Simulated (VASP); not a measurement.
# MgO: single point with r2SCAN

The system is MgO.

```
Mg O
1.0
     3.48638    0.00000    0.00000
    -1.74319    3.01929    0.00000
     0.00000    0.00000    4.17804
Mg O
2 2
Direct
  0.66667 0.33333 0.75000
  0.33333 0.66667 0.25000
  0.61868 0.29820 0.17820
  0.33333 0.66667 0.75000
```

This cell differs from its parent crystal: atom 3 (O) moved by (-0.150, -0.300) A along [1 1 0] and z.

```
Program                : VASP 6.6.1
Task                   : single point
Functional             : r2SCAN
Potentials or basis    : VASP PAW PBE potentials, release 64 (Mg, O)
Cutoff                 : 520 eV
k mesh                 : 6 × 6 × 6
Occupations            : methfessel-paxton, width 0.02 eV
Spin                   : no spin polarisation
Dipole correction      : no
Further INCAR settings : ALGO = Normal; EDIFF = 1e-06; NBANDS = 16
```

```
Pressure               : 5.3 GPa
Largest force          : 4.761 eV/Å
Band gap on the k mesh : 4.03 eV
```

Forces in eV/Å, atoms in the order of the input:
```
Mg  -0.055 -0.052 -1.977
Mg  -0.394 -0.703 -0.688
O    0.644  0.994  4.611
O   -0.195 -0.239 -1.946
```

Stress tensor (GPa, compression positive):
```
-2.60 -2.87 -0.84
-2.87  4.14 -1.01
-0.84 -1.01 14.44
```

Levels at points of the mesh, in eV from the valence-band top:
```tsv
k point	band 5	band 6	band 7	band 8	band 9	band 10	band 11	band 12
(0.00, 0.00, 0.00)	-1.49	-0.76	-0.53	0.00	4.03	10.53	12.69	13.13
(0.50, 0.00, 0.00)	-2.39	-1.57	-0.85	-0.32	7.78	9.60	10.18	13.41
(0.00, 0.50, 0.00)	-2.23	-1.66	-1.32	-0.32	7.40	9.49	10.71	13.50
(0.50, 0.50, 0.00)	-2.24	-1.67	-1.19	-0.33	7.53	9.50	10.52	13.48
(0.00, 0.00, 0.50)	-1.54	-1.31	-0.93	-0.89	6.74	7.44	13.79	13.91
(0.50, 0.00, 0.50)	-1.89	-1.06	-0.90	-0.76	7.45	8.88	11.90	13.76
(0.00, 0.50, 0.50)	-1.76	-1.04	-0.66	-0.36	7.40	8.39	11.24	13.49
(0.50, 0.50, 0.50)	-1.78	-1.10	-0.66	-0.46	7.41	8.49	11.43	13.41
```

It took 120 s on 1 thread of Intel(R) Xeon(R) 6975P-C (Granite Rapids), with other jobs on the host, peak memory 0.22 GiB.

Caveat: the cell differs from its parent crystal (atom 3 (O) moved by (-0.150, -0.300) A along [1 1 0] and z); the cell stands under pressure; the PAW data sets were made with another functional, which shifts forces and pressure a little.
